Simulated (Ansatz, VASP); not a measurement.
## Sr: VASP beside Ansatz

```
Sr
1.0
     0.00000    4.89773    4.89773
     4.89773    0.00000    4.89773
     4.89773    4.89773    0.00000
Sr
2
Direct
  0.12500 0.12500 0.12500
  0.87500 0.87500 0.87500
```

Alike in both runs: task single point; functional revPBE; k mesh 7 × 7 × 7; occupations fermi-dirac, width 0.1 eV; no spin polarisation.

|  | VASP | Ansatz |
| --- | --- | --- |
| version | VASP 6.6.1 | Ansatz 0.2.0 |
| potentials or method | VASP PAW PBE potentials, release 64 (Sr_sv), cutoff 520 eV | plane waves (420 eV) with PAW, scalar-relativistic |
| valence electrons in the cell | 20 | 20 |

```csv
,VASP,Ansatz,Ansatz less VASP
pressure (GPa),0.0,0.0,0.00
```

VASP's potentials were made for PBE, not for revPBE.
